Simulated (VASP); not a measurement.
A run of VASP 6.6.1 is set up as follows.

File INCAR:

```
SYSTEM = MgZn4O
PREC     = Accurate       ! precision mode
ENCUT    = 600            ! plane-wave cutoff, eV
EDIFF    = 1E-6           ! SCF threshold, eV
ISMEAR   = 0              ! smearing method
SIGMA    = 0.2            ! smearing width, eV
LREAL    = .FALSE.        ! projectors in reciprocal space
LASPH    = .TRUE.         ! aspherical terms in the spheres
NELM     = 100            ! most SCF steps
ALGO     = Normal         ! electronic algorithm
ISIF     = 3              ! what is computed and relaxed
LWAVE    = .FALSE.        ! write WAVECAR
LCHARG   = .FALSE.        ! write CHGCAR
GGA      = PE             ! functional
IBRION   = 2              ! ionic algorithm
NSW      = 36             ! ionic steps
EDIFFG   = -0.08          ! ionic threshold
```

Contents of KPOINTS:

```
Automatic mesh
0
G
  4 4 4
  0 0 0
```

Contents of POSCAR:

```
MgZn4O
1.0
   -2.6580845200      2.6580845200      3.5209605600
    2.6580845200     -2.6580845200      3.5209605600
    2.6580845200      2.6580845200     -3.5209605600
Mg Zn O
1 4 1
Direct
    0.5000000000      0.5000000000      0.0000000000
    0.3702849700      0.8702849700      0.5000000000
    0.8702849700      0.3702849700      0.5000000000
    0.6297150300      0.1297150300      0.5000000000
    0.1297150300      0.6297150300      0.5000000000
    0.0000000000      0.0000000000      0.0000000000
```

Potentials or basis: VASP PAW PBE potentials, release 64 (Mg, Zn, O).

Launch:

```sh
$ cat potpaw_PBE.64/Mg/POTCAR potpaw_PBE.64/Zn/POTCAR potpaw_PBE.64/O/POTCAR > POTCAR
$ mpirun -np 1 vasp_std > vasp.out
```

Q: What does it give for the relaxed volume?

A: 17.60 Å³/atom.

Q: What does it give for the relaxed cell?

A: a = 5.993 Å, b = 5.993 Å, c = 5.993 Å, α = 135.12°, β = 135.12°, γ = 65.34°.

Q: What does it give for the band gap on the k mesh?

A: Zero (bands 28 and 29 overlap by 1.19 eV).

Stress tensor (GPa, compression positive):
```
-0.32  0.00  0.00
 0.00 -0.32  0.00
 0.00  0.00  0.19
```

Caveat: the k points lie up to 0.38 Å⁻¹ apart in the final cell, too coarse for converged energies and pressures of a metal; a cell axis changed by over 15 % at a fixed basis, so the end point is rough.
